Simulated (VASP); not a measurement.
# Ga3B2As (R-3m) in VASP: further runs, part 2 of 2

VASP 6.6.1. Earlier steps stand in the parts before.

### 4 Single point, PBE

This run uses another cell than the first one, of 19.64 Å³/atom.

INCAR reads:

```
SYSTEM = Ga3B2As
PREC = Accurate ; ENCUT = 520
EDIFF = 1E-7 ; ISMEAR = 0
SIGMA = 0.1 ; LREAL = .FALSE.
LASPH = .TRUE. ; NELM = 100
ALGO = Normal ; ISIF = 2
LWAVE = .FALSE. ; LCHARG = .TRUE.
GGA = PE ; LELF = .TRUE.
LVHAR = .TRUE. ; NBANDS = 34
```

KPOINTS reads:

```
Automatic mesh
0
G
  12 12 12
  0 0 0
```

POSCAR reads:

```
Ga3B2As
1.0
    3.1681446221      1.8291291504      3.3896764664
   -3.1681446221      1.8291291504      3.3896764664
    0.0000000000     -3.6582583008      3.3896764664
Ga B As
3 2 1
Direct
    0.5000000000      0.5000000000      0.0000000000
    0.0000000000      0.5000000000      0.5000000000
    0.5000000000      0.0000000000      0.5000000000
    0.5791674594      0.5791674594      0.5791674594
    0.4208325406      0.4208325406      0.4208325406
    0.0000000000      0.0000000000      0.0000000000
```

Potentials or basis: VASP PAW PBE potentials, release 64 (Ga_d, B, As).

On the command line:

```bash
cat potpaw_PBE.64/Ga_d/POTCAR potpaw_PBE.64/B/POTCAR potpaw_PBE.64/As/POTCAR > POTCAR
mpirun -np 1 vasp_std > vasp.out
```

OUTCAR:

```text
SYSTEM = Ga3B2As
   PREC = Accurate
   ENCUT = 520
   EDIFF = 1E-7
   ISMEAR = 0
   LREAL = .FALSE.
   LASPH = .TRUE.
   NELM = 100
   ISIF = 2
   GGA = PE

 ion  position               nearest neighbor table
   1  0.500  0.500  0.000-   4 2.03   5 2.03
   2  0.000  0.500  0.500-   4 2.03   5 2.03
   3  0.500  0.000  0.500-   4 2.03   5 2.03
   4  0.579  0.579  0.579-   5 1.61   1 2.03   3 2.03   2 2.03
   5  0.421  0.421  0.421-   4 1.61   1 2.03   3 2.03   2 2.03
   6  0.000  0.000  0.000-

  LATTYP: Found a trigonal (rhomboedric) cell.
 ALAT       =     4.9872598030
[... 1093 lines left out ...]
  -------------------------------------------------------------------------------------
  Total        0.0154130      0.0154130      0.0266764      0.0000000     -0.0000000      0.0000000
  in kB        0.2095266      0.2095266      0.3626429      0.0000000     -0.0000000      0.0000000
  external PRESSURE =       0.2605653 kB  Pullay stress =       0.0000000 kB

 VOLUME and BASIS-vectors are now :
 -----------------------------------------------------------------------------
  energy-cutoff  :      520.00
  volume of cell :      117.86
      direct lattice vectors                 reciprocal lattice vectors
     3.168144622  1.829129150  3.389676466     0.157821078  0.091118042  0.098337802
    -3.168144622  1.829129150  3.389676466    -0.157821078  0.091118042  0.098337802
     0.000000000 -3.658258301  3.389676466     0.000000000 -0.182236084  0.098337802

 POSITION                                       TOTAL-FORCE (eV/Angst)
 -----------------------------------------------------------------------------------
      0.00000      1.82913      3.38968        -0.000000      0.000000      0.000000
     -1.58407     -0.91456      3.38968         0.000000      0.000000      0.000000
      1.58407     -0.91456      3.38968         0.000000      0.000000      0.000000
      0.00000      0.00000      5.88957         0.000000     -0.000000      0.014830
      0.00000      0.00000      4.27946         0.000000      0.000000     -0.014830
      0.00000      0.00000      0.00000         0.000000      0.000000      0.000000
 -----------------------------------------------------------------------------------
    total drift:                                0.000000      0.000000     -0.000000

  FREE ENERGIE OF THE ION-ELECTRON SYSTEM (eV)
  ---------------------------------------------------
  free  energy   TOTEN  =       -23.4656861042 eV

  energy  without entropy=      -23.4410469563  energy(sigma->0) =      -23.45336653
```

OSZICAR:

```text
N       E                     dE             d eps       ncg     rms          rms(c)
DAV:   1     0.364982135427E+03    0.36498E+03   -0.23718E+04 13176   0.219E+03
DAV:   2     0.239272111253E+02   -0.34105E+03   -0.32562E+03 13620   0.503E+02
DAV:   3    -0.260033942006E+02   -0.49931E+02   -0.48380E+02 15746   0.148E+02
DAV:   4    -0.283268677711E+02   -0.23235E+01   -0.22909E+01 14858   0.324E+01
DAV:   5    -0.283927796536E+02   -0.65912E-01   -0.65744E-01 16044   0.512E+00    0.920E+00
DAV:   6    -0.236338098668E+02    0.47590E+01   -0.11620E+01 17524   0.269E+01    0.347E+00
DAV:   7    -0.234650645084E+02    0.16875E+00   -0.38929E+00 14508   0.798E+00    0.174E+00
DAV:   8    -0.234680531511E+02   -0.29886E-02   -0.32560E-01 15340   0.343E+00    0.101E+00
DAV:   9    -0.234655823183E+02    0.24708E-02   -0.30956E-02 16796   0.136E+00    0.243E-01
DAV:  10    -0.234655978956E+02   -0.15577E-04   -0.62786E-03 15324   0.607E-01    0.800E-02
DAV:  11    -0.234656542281E+02   -0.56333E-04   -0.74651E-04 14854   0.193E-01    0.339E-02
DAV:  12    -0.234656802126E+02   -0.25984E-04   -0.10507E-04 14466   0.736E-02    0.123E-02
DAV:  13    -0.234656864454E+02   -0.62328E-05   -0.15192E-05 16368   0.231E-02    0.383E-03
DAV:  14    -0.234656861968E+02    0.24862E-06   -0.16130E-06 15004   0.940E-03    0.110E-03
DAV:  15    -0.234656861042E+02    0.92609E-07   -0.20419E-07 12540   0.332E-03
   1 F= -.23465686E+02 E0= -.23453367E+02  d E =-.246391E-01
```

stdout:

```text
POSCAR found type information on POSCAR GaB As
 POSCAR found :  3 types and       6 ions
 scaLAPACK will be used
 LDA part: xc-table for (Slater+PW92), standard interpolation
 POSCAR, INCAR and KPOINTS ok, starting setup
 FFT: planning ... GRIDC
 FFT: planning ... GRID_SOFT
 FFT: planning ... GRID
 WAVECAR not read
 entering main loop
```

Run time: 13 min. Hardware: 1 thread of Intel Xeon 8259CL, shared host; peak memory 0.74 GiB.

What came out:

| Property | Result |
| --- | --- |
| Free energy | -23.4657 eV |
| Pressure | 0.0 GPa |
| Largest force | 0.015 eV/Å |
| Band gap on the k mesh | zero (bands 25 and 26 overlap by 1.64 eV) |

Forces on the atoms (eV/Å):
```
Ga   0.000  0.000  0.000
Ga   0.000  0.000  0.000
Ga   0.000  0.000  0.000
B    0.000  0.000  0.015
B    0.000  0.000 -0.015
As   0.000  0.000  0.000
```

Levels at points of the mesh, in eV from the Fermi level:
| k point | band 21 | band 22 | band 23 | band 24 | band 25 | band 26 | band 27 | band 28 | band 29 | band 30 |
| --- | --- | --- | --- | --- | --- | --- | --- | --- | --- | --- |
| (0.00, 0.00, 0.00) | -3.76 | -3.76 | -3.51 | -0.39 | -0.39 | 0.11 | 2.70 | 3.56 | 3.56 | 3.63 |
| (0.50, 0.00, 0.00) | -4.05 | -2.92 | -0.96 | -0.71 | -0.07 | 0.81 | 1.90 | 1.91 | 3.27 | 3.80 |
| (0.50, 0.50, 0.00) | -3.34 | -1.88 | -0.62 | -0.52 | 0.11 | 0.38 | 1.55 | 2.22 | 3.24 | 3.69 |
| (0.50, 0.50, 0.50) | -3.75 | -2.95 | -2.95 | -0.76 | 1.29 | 1.29 | 4.36 | 4.39 | 4.40 | 4.40 |

### 5 The runs side by side

```csv
cell,k mesh,gap on the mesh (eV),pressure (GPa),largest force (eV/Å)
"a = 5.932 Å, angles 50.2°, 6 atoms, atomic positions A",6 × 6 × 6,none,41.7,8.30
"a = 5.002 Å, angles 78.4°, 6 atoms, atomic positions B",6 × 6 × 6,none,-0.1,0.03
"a = 4.987 Å, angles 78.9°, 6 atoms, atomic positions C",12 × 12 × 12,none,0.0,0.01
```

Alike in all rows: task single point; level PBE; potentials or basis VASP PAW PBE potentials, release 64 (Ga_d, B, As); no spin polarisation; cutoff (eV) 520; smearing gaussian 0.1 eV.

Caveats: the stress differs along the axes, from 18 to 53 GPa (at least some runs); forces of over 1 eV/Å act on the atoms, so gaps and moduli don't describe the material at rest (at least some runs).

Total energies depend on the potentials used, so only differences within one code and one set of settings carry meaning.
